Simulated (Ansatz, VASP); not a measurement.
**NaI: VASP beside Ansatz**

File INCAR:

```
ALGO = Normal
EDIFF = 1E-6
ENCUT = 520
GGA = PE
ISIF = 2
ISMEAR = 0
LASPH = True
LCHARG = True
LELF = True
LREAL = False
LVHAR = True
LWAVE = False
NBANDS = 14
NELM = 100
PREC = Accurate
SIGMA = 0.1
```

File KPOINTS:

```
k-points
0
Gamma
  6 6 6
```

File POSCAR:

```
NaI
1.0
    1.9934386800      1.1509123600      5.0848822700
   -1.9934386800      1.1509123600      5.0848822700
    0.0000000000     -2.3018247200      5.0848822700
Na I
1 1
Direct
    0.5000000000      0.5000000000      0.5000000000
    0.0000000000      0.0000000000      0.0000000000
```

Input for Ansatz:

```yaml
crystal:
  lattice:
    - [1.99343868, 1.15091236, 5.08488227]
    - [-1.99343868, 1.15091236, 5.08488227]
    - [0.0, -2.30182472, 5.08488227]
  atoms:
    - { symbol: Na, position: [0.5, 0.5, 0.5] }
    - { symbol: I, position: [0.0, 0.0, 0.0] }
basis:
  ecutwfc: 420
kpoints:
  mp_grid: { grid: [6, 6, 6] }
hamiltonian:
  xc: pbe
scf:
  occupations: { method: gaussian, width: 0.1 }
  lower_state_search: "off"
output:
  forces: true
  stress: true
  eigenvalues: true
```

Alike in both runs: task single point; functional PBE; k mesh 6 × 6 × 6; occupations gaussian, width 0.1 eV; no spin polarisation.

|  | VASP | Ansatz |
| --- | --- | --- |
| version | VASP 6.6.1 | Ansatz 0.2.0 |
| potentials or method | VASP PAW PBE potentials, release 64 (Na_pv, I), cutoff 520 eV | scalar-relativistic, plane waves, PAW |
| valence electrons in the cell | 14 | 26 |

|  | VASP | Ansatz | Ansatz less VASP |
| --- | --- | --- | --- |
| gap on the k mesh at the Fermi level (eV) | 0.74 | 0.74 | 0.000 |
| least direct gap on the mesh (eV) | 0.74 | 0.74 | 0.000 |
| pressure (GPa) | 0.2 | 0.2 | 0.00 |
| traceless stress, the component that is largest in VASP (GPa) | -7.78 | -7.79 | -0.012 |

VASP's potentials hold 14 valence electrons a cell and Ansatz's 26, so a difference there can come from the potentials and not from the codes.

Spin-orbit coupling is off throughout.
